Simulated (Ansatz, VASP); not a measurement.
**Ba6LiNb2IrCl2O12 in VASP and in Ansatz**

```
CELL_PARAMETERS angstrom
5.95680 0.00000 0.00000
-2.97840 5.15874 0.00000
0.00000 0.00000 15.55815
ATOMIC_POSITIONS crystal
Ba 0.00000 0.00000 0.36329
Ba 0.00000 0.00000 0.78902
Ba 0.33333 0.66667 0.63557
Ba 0.33333 0.66667 0.89112
Ba 0.00000 0.00000 0.06647
Ba 0.33333 0.66667 0.23276
Li 0.33333 0.66667 0.06318
Nb 0.66667 0.33333 0.81794
Nb 0.66667 0.33333 0.18349
Ir 0.66667 0.33333 0.00090
Cl 0.33333 0.66667 0.42882
Cl 0.00000 0.00000 0.58078
O 0.81922 0.63844 0.91308
O 0.99504 0.49752 0.75786
O 0.82786 0.65571 0.24527
O 0.50248 0.00496 0.75786
O 0.50248 0.49752 0.75786
O 0.50861 0.01721 0.08833
O 0.82786 0.17214 0.24527
O 0.98279 0.49139 0.08833
O 0.50861 0.49139 0.08833
O 0.36156 0.18078 0.91308
O 0.34429 0.17214 0.24527
O 0.81922 0.18078 0.91308
```

Alike in both runs: task electric field gradients; functional r2SCAN; k mesh 5 × 5 × 2; occupations fermi-dirac, width 0.02 eV; no spin polarisation.

|  | VASP | Ansatz |
| --- | --- | --- |
| version | VASP 6.6.1 | Ansatz 0.2.0 |
| potentials or method | VASP PAW PBE potentials, release 64 (Ba_sv, Li_sv, Nb_sv, Ir, Cl, O) | plane-wave PAW, scalar-relativistic |
| plane-wave cutoff (eV) | 520 | 500 |
| valence electrons in the cell | 184 | 192 |

Ansatz gave:

```
gap on the k mesh at the Fermi level (eV)            : 1.99
rms of the force components (eV/Å)                   : 0.264
size of Vzz on the site where it differs most (V/Å²) : 166.8
```

Problem. Estimate VASP's values.

Solution. gap on the k mesh at the Fermi level (eV): 1.97; rms of the force components (eV/Å): 0.284; size of Vzz on the site where it differs most (V/Å²): 174.7.

VASP's potentials were made for PBE, not for r2SCAN. Atom by atom the forces differ by 0.067 eV/Å (rms over components). One of these differences is far larger than is usual between the two programs; its cause wasn't traced. VASP's potentials hold 184 valence electrons a cell and Ansatz's 192, so a difference there can come from the potentials and not from the codes.

Neither program's run includes spin-orbit coupling. Noted on VASP's run: the cutoff is short for stress, so the pressure is rough.
